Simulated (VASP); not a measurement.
**SnSe: single point with PBEsol**

Crystal: SnSe.

```
Sn Se
1.0
     0.00000    2.97275    2.97275
     2.97275    0.00000    2.97275
     2.97275    2.97275    0.00000
Sn Se
1 1
Direct
  0.00000 0.00000 0.00000
  0.46846 0.46846 0.53154
```

This cell differs from its parent crystal: all Se atoms moved +0.188 Å, as atom 2 towards its neighbour atom 1 (Sn) at 2.973 Å.

```yaml
Program: VASP 6.6.1
Task: single point
Functional: PBEsol
Potentials_or_basis: VASP PAW PBE potentials, release 64 (Sn_d, Se)
Cutoff: 520 eV
k_mesh: 8 × 8 × 8
Occupations: gaussian, width 0.05 eV
Spin: no spin polarisation
Dipole_correction: no
Further_INCAR_settings: ALGO = Normal; EDIFF = 1e-07; NBANDS = 17
```

* Pressure: 0.6 GPa
* Largest force: 0.174 eV/Å
* Band gap on the k mesh: 0.81 eV, indirect (least direct gap 0.89 eV)

Forces on the atoms (eV/Å):
```
Sn   0.000  0.000 -0.174
Se   0.000  0.000  0.174
```

Stress tensor (GPa, compression positive):
```
0.21 0.00 0.00
0.00 0.21 0.00
0.00 0.00 1.46
```

Levels at points of the mesh, in eV from the valence-band top:
```csv
k point,band 8,band 9,band 10,band 11,band 12,band 13
"(0.00, 0.00, 0.00)",-2.23,-2.12,-2.12,4.27,4.27,4.66
"(0.50, 0.00, 0.00)",-2.04,-1.91,-0.02,0.92,1.37,1.55
"(0.50, 0.50, 0.00)",-5.04,-3.68,-3.68,2.95,5.70,5.70
"(0.00, 0.50, 0.50)",-5.62,-3.65,-3.64,2.71,5.81,5.90
```

Wall time 26 s on 1 thread of AMD EPYC 9R45 96-Core Processor (Zen 5), on a shared host, peak memory 0.18 GiB.

Caveat: the cell differs from its parent crystal (all Se atoms moved +0.188 Å, as atom 2 towards its neighbour atom 1 (Sn) at 2.973 Å); the PAW data sets were made with another functional, which shifts forces and pressure a little; spin-orbit coupling is left out, which moves the levels of the heavy elements. A k mesh can miss the band edges.
